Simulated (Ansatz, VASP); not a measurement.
## SnO2: VASP beside Ansatz

```
CELL_PARAMETERS angstrom
4.72229 -0.00002 0.00009
-0.00003 4.72198 0.00007
0.00006 0.00004 3.19062
ATOMIC_POSITIONS crystal
Sn 0.50000 0.50000 0.50000
Sn 0.00000 0.00000 0.00000
O 0.30608 0.30606 0.00001
O 0.80608 0.19394 0.50000
O 0.19392 0.80606 0.50000
O 0.69392 0.69394 0.99999
```

Change from the starting cell: all atoms moved at random, sigma 0.25 Å a component, cell strained at random, sigma 0.01; relaxed back.

Alike in both runs: functional LDA; k mesh 6 × 6 × 8; occupations gaussian, width 0.05 eV; no spin polarisation.

Ansatz relaxed the structure, and its values are those at the end. VASP's run is a single point on that final structure, the one shown.

|  | VASP | Ansatz |
| --- | --- | --- |
| version | VASP 6.6.1 | Ansatz 0.2.0 |
| potentials or method | VASP PAW LDA potentials, release 64 (Sn_d, O), cutoff 520 eV | scalar-relativistic, plane waves, PAW |
| valence electrons in the cell | 52 | 52 |

|  | VASP | Ansatz | Ansatz less VASP |
| --- | --- | --- | --- |
| gap on the k mesh at the Fermi level (eV) | 1.20 | 1.16 | -0.035 |
| least direct gap on the mesh (eV) | 1.20 | 1.16 | -0.035 |
| pressure (GPa) | 1.1 | 0.0 | -1.08 |
| rms of the force components (eV/Å) | 0.010 | 0.000 | -0.0097 |

LDA's correlation is that of Perdew and Zunger in VASP and of Perdew and Wang (1992) in Ansatz.
